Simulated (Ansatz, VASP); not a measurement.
# Li in VASP and in Ansatz

File INCAR:

```
SYSTEM = Li
PREC = Accurate
ENCUT = 600
EDIFF = 1E-7
ISMEAR = 0
SIGMA = 0.1
LREAL = .FALSE.
LASPH = .TRUE.
NELM = 100
ALGO = Normal
ISIF = 3
LWAVE = .FALSE.
LCHARG = .FALSE.
GGA = PE
IBRION = 2
NSW = 100
EDIFFG = -0.01
```

KPOINTS

```
regular mesh
0
G
  8 8 8
  0 0 0
```

File POSCAR:

```
Li
1.0
    5.4127174566      0.0000000000      0.0000000000
    0.0000000000      5.4127174566      0.0000000000
    0.0000000000      0.0000000000      5.4127174566
Li
7
Direct
    0.5000000000      0.5000000000      0.0000000000
    0.0000000000      0.5000000000      0.5000000000
    0.5000000000      0.0000000000      0.5000000000
    0.5000000000      0.5000000000      0.5000000000
    0.5000000000      0.0000000000      0.0000000000
    0.0000000000      0.5000000000      0.0000000000
    0.0000000000      0.0000000000      0.5000000000
```

Input for Ansatz:

```yaml
crystal:
  lattice:
    - [5.4127174566, 0.0, 0.0]
    - [0.0, 5.4127174566, 0.0]
    - [0.0, 0.0, 5.4127174566]
  atoms:
    - { symbol: Li, position: [0.5, 0.5, 0.0] }
    - { symbol: Li, position: [0.0, 0.5, 0.5] }
    - { symbol: Li, position: [0.5, 0.0, 0.5] }
    - { symbol: Li, position: [0.5, 0.5, 0.5] }
    - { symbol: Li, position: [0.5, 0.0, 0.0] }
    - { symbol: Li, position: [0.0, 0.5, 0.0] }
    - { symbol: Li, position: [0.0, 0.0, 0.5] }
basis:
  ecutwfc: 420
kpoints:
  mp_grid: { grid: [8, 8, 8] }
hamiltonian:
  xc: pbe
scf:
  occupations: { method: gaussian, width: 0.1 }
output:
  forces: true
  stress: true
  eigenvalues: true
  write_density: true
  write_potential: true
  elf: true
  volumetric_format: npy
relax:
  adjacent_minimum: "off"
  f_tol: 0.01
  max_steps: 80
  cell: { stress_tol: 0.05 }
```

Alike in both runs: task relaxation of cell and atoms; functional PBE; k mesh 8 × 8 × 8; occupations gaussian, width 0.1 eV; no spin polarisation.

|  | VASP | Ansatz |
| --- | --- | --- |
| version | VASP 6.6.1 | Ansatz 0.2.0 |
| potentials or method | VASP PAW PBE potentials, release 64 (Li_sv), cutoff 600 eV | scalar-relativistic, plane waves, PAW |
| valence electrons in the cell | 21 | 21 |

VASP gave:

```
gap on the k mesh at the Fermi level, each at its own relaxed structure (eV) : none
relaxed volume (Å³/atom)                                                     : 22.46
relaxed cell length with the largest relative difference (Å)                 : 5.397
```

Problem. Which values does Ansatz return?

Solution. gap on the k mesh at the Fermi level, each at its own relaxed structure (eV): none; relaxed volume (Å³/atom): 22.65; relaxed cell length with the largest relative difference (Å): 5.413.

A gap of «none» marks a metal or a gap that the smearing closes.

Noted on VASP's run: the cutoff is short for stress, so the pressure is rough; too few bands were computed for a metal, which touches its energy and stress.
